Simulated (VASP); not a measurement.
# Sb: electric field gradients with PBEsol

Crystal: Sb.

```
Sb
1.0
    -1.47949    1.47949    2.43796
     1.47949   -1.47949    2.43796
     1.47949    1.47949   -2.43796
Sb
1
Direct
  0.00000 0.00000 0.00000
```

- Program: VASP 6.6.1
- Task: electric field gradients
- Functional: PBEsol
- Potentials or basis: VASP PAW PBE potentials, release 64 (Sb)
- Cutoff: 520 eV
- k mesh: 19 × 19 × 19
- Occupations: fermi-dirac, width 0.05 eV
- Spin: no spin polarisation
- Dipole correction: no
- Further INCAR settings: ALGO = Normal; EDIFF = 1e-08; NBANDS = 8

```json
{
  "Pressure": "22.9 GPa",
  "Band gap on the k mesh": "zero (an odd number of electrons rules out a gap without spin polarisation)",
  "Largest electric field gradient by atom": "Sb +37.2 V/Å²"
}
```

Stress tensor (GPa, compression positive):
```
23.99  0.00  0.00
 0.00 23.99  0.00
 0.00  0.00 20.74
```

Levels at points of the mesh, in eV from the Fermi level:
| k point | band 1 | band 2 | band 3 | band 4 | band 5 |
| --- | --- | --- | --- | --- | --- |
| (0.00, 0.00, 0.00) | -15.08 | 6.95 | 7.15 | 7.15 | 10.33 |

Electric field gradients, principal values (V/Å²):
| atom | least | middle | greatest (by size) |
| --- | --- | --- | --- |
| 1 Sb | -18.579 | -18.579 | 37.158 |

Run time: 75 s on 1 thread of Intel Xeon 8259CL, with other jobs on the host, peak memory 0.21 GiB.

Caveat: the cell stands under pressure; without QUAD_EFG the Cq values of the log hold for a quadrupole moment of 1 mb, not for the nuclei; the PAW data sets were made with another functional, which shifts forces and pressure a little; spin-orbit coupling is left out, which moves the levels of the heavy elements.
